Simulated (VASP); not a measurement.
Input of a VASP 6.6.1 run:

Contents of INCAR:

```
SYSTEM = Si8S
ALGO = Normal
DIPOL = 0.5 0.5 0.317
EDIFF = 1E-7
ENCUT = 520
GGA = PE
IDIPOL = 3
ISIF = 2
ISMEAR = 0
ISPIN = 2
IVDW = 12
LASPH = .True.
LCHARG = .False.
LDIPOL = .True.
LORBIT = 11
LREAL = .False.
LWAVE = .False.
MAGMOM = 0 0 0 0 0 0 0 0 2
NBANDS = 33
NELM = 150
PREC = Accurate
SIGMA = 0.05
```

File KPOINTS:

```
k-points
0
Gamma
  7 4 1
  0 0 0
```

POSCAR

```
Si8S
1.0
    3.8155170197      0.0000000000      0.0000000000
    0.0000000000      6.3129357895      0.0000000000
    0.0000000000      0.0000000000     21.2318711397
Si S
8 1
Direct
    0.0000000000      0.9369021388      0.1883960191
    0.0000000000      0.5630978612      0.1883960191
    0.5000000000      0.4369021388      0.2402729771
    0.5000000000      0.0630978612      0.2402729771
    0.5000000000      0.9332664454      0.3446595292
    0.5000000000      0.5667335546      0.3446595292
    0.0000000000      0.4266292815      0.3877129380
    0.0000000000      0.0733707185      0.3877129380
    0.5000000000      0.9266292815      0.5290099523
```

Potentials or basis: VASP PAW PBE potentials, release 64 (Si, S).

The run is started by

```console
$ cat potpaw_PBE.64/Si/POTCAR potpaw_PBE.64/S/POTCAR > POTCAR
$ mpirun -np 1 vasp_std > vasp.out
```

Question: Predict the largest force.

Answer: 0.985 eV/Å.

Question: Estimate the dispersion energy per atom.

Answer: -0.253 eV.

Forces on the atoms (eV/Å):
```
Si   0.000 -0.769  0.615
Si   0.000  0.747  0.555
Si   0.000 -0.009 -0.679
Si   0.000  0.016 -0.568
Si   0.000 -0.021 -0.003
Si   0.000 -0.040  0.106
Si   0.000  0.303  0.095
Si   0.000 -0.371  0.627
S    0.000  0.145 -0.749
```
